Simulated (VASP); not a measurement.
**Tl: single point with PBEsol**

The system is Tl.

```xyz
2
Lattice="-3.0573 3.0573 1.6117 3.0573 -3.0573 1.6117 3.0573 3.0573 -1.6117" Properties=species:S:1:pos:R:3 pbc="T T T"
Tl    0.0000    3.0573    0.8059
Tl    0.0000    0.0000    0.0000
```

```json
{
  "Program": "VASP 6.6.1",
  "Task": "single point",
  "Functional": "PBEsol",
  "Potentials or basis": "VASP PAW PBE potentials, release 64 (Tl_d)",
  "Cutoff": "520 eV",
  "k mesh": "14 × 14 × 14",
  "Occupations": "gaussian, width 0.1 eV",
  "Spin": "no spin polarisation",
  "Dipole correction": "no",
  "Further INCAR settings": "ALGO = Fast; EDIFF = 1e-06; NBANDS = 20"
}
```

| Item | Value |
| --- | --- |
| Pressure | 0.0 GPa |
| Band gap on the k mesh | zero (bands 13 and 14 overlap by 5.87 eV) |

Levels at points of the mesh, in eV from the Fermi level:
```
           k point  band 9  band 10  band 11  band 12  band 13  band 14  band 15  band 16  band 17  band 18
(0.00, 0.00, 0.00)  -11.17   -10.92   -10.00    -3.08    -0.37    -0.37     4.82     7.50     7.50     9.39
(0.50, 0.00, 0.00)  -11.13   -11.00    -5.52    -4.05    -1.05    -0.01     0.85     4.36     4.42     6.53
(0.50, 0.50, 0.00)  -11.22   -11.22    -7.78    -7.78     2.52     2.52     2.74     2.74     8.00     8.00
(0.50, 0.50, 0.50)  -11.33   -11.33    -6.32    -6.32    -3.20    -3.20     7.44     7.44    10.82    10.82
```

Wall time 2.7 min on 1 thread of AMD EPYC 9R45 96-Core Processor (Zen 5), on a shared host, peak memory 0.35 GiB.

Caveat: the PAW data sets were made with another functional, which shifts forces and pressure a little; spin-orbit coupling is left out, which moves the levels of the heavy elements.
